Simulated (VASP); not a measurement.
**GaSb3: single point with PBE**

GaSb3:

```
CELL_PARAMETERS angstrom
0.00000 3.80376 3.80376
3.80376 0.00000 3.80376
3.80376 3.80376 0.00000
ATOMIC_POSITIONS crystal
Sb 0.50000 0.50000 0.50000
Sb 0.75000 0.75000 0.75000
Sb 0.25000 0.25000 0.25000
Ga 0.00000 0.00000 0.00000
```

- Program: VASP 6.6.1
- Task: single point
- Functional: PBE
- Potentials or basis: VASP PAW PBE potentials, release 64 (Sb, Ga_d)
- Cutoff: 520 eV
- k mesh: 6 × 6 × 6
- Occupations: fermi-dirac, width 0.05 eV
- Spin: no spin polarisation
- Dipole correction: no
- Further INCAR settings: ALGO = Normal; EDIFF = 1e-06; NBANDS = 22

```json
{
  "Pressure": "-3.1 GPa",
  "Band gap on the k mesh": "zero (band 14 reaches 7.97 eV, above the bottom of band 15 at 4.57 eV)"
}
```

Levels at points of the mesh, in eV from the Fermi level:
```
           k point  band 12  band 13  band 14  band 15  band 16  band 17
(0.00, 0.00, 0.00)    -2.47    -2.34    -2.34    -2.34    -0.69    -0.69
(0.50, 0.00, 0.00)    -2.50    -2.50    -0.61    -0.25     1.87     1.87
(0.50, 0.50, 0.00)     0.31     0.60     0.88     0.88     1.70     1.70
```

Wall time 15 s on 1 thread of Intel(R) Xeon(R) 6975P-C (Granite Rapids), on a shared host, peak memory 0.25 GiB.

Caveat: spin-orbit coupling is left out, which moves the levels of the heavy elements.
